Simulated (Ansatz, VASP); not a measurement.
## SiN in VASP and in Ansatz

```
Si N
1.0
     2.71529    0.00000    0.00000
    -1.35765    2.35151    0.00000
     0.00000    0.00000    5.28322
Si N
2 2
Direct
  0.66667 0.33333 0.75000
  0.33333 0.66667 0.25000
  0.00000 0.00000 0.00000
  0.00000 0.00000 0.50000
```

Alike in both runs: functional PBEsol; k mesh 12 × 12 × 4; occupations gaussian, width 0.1 eV; no spin polarisation.

Ansatz relaxed the structure, and its values are those at the end. VASP's run is a single point on that final structure, the one shown.

|  | VASP | Ansatz |
| --- | --- | --- |
| version | VASP 6.6.1 | Ansatz 0.2.0 |
| potentials or method | VASP PAW PBE potentials, release 64 (Si, N), cutoff 520 eV | scalar-relativistic, plane waves, PAW |
| valence electrons in the cell | 18 | 18 |

```tsv
	VASP	Ansatz	Ansatz less VASP
gap on the k mesh at the Fermi level (eV)	none	none	-
pressure (GPa)	0.4	0.0	-0.33
```

VASP's potentials were made for PBE, not for PBEsol. A gap of «none» marks a metal or a gap that the smearing closes.
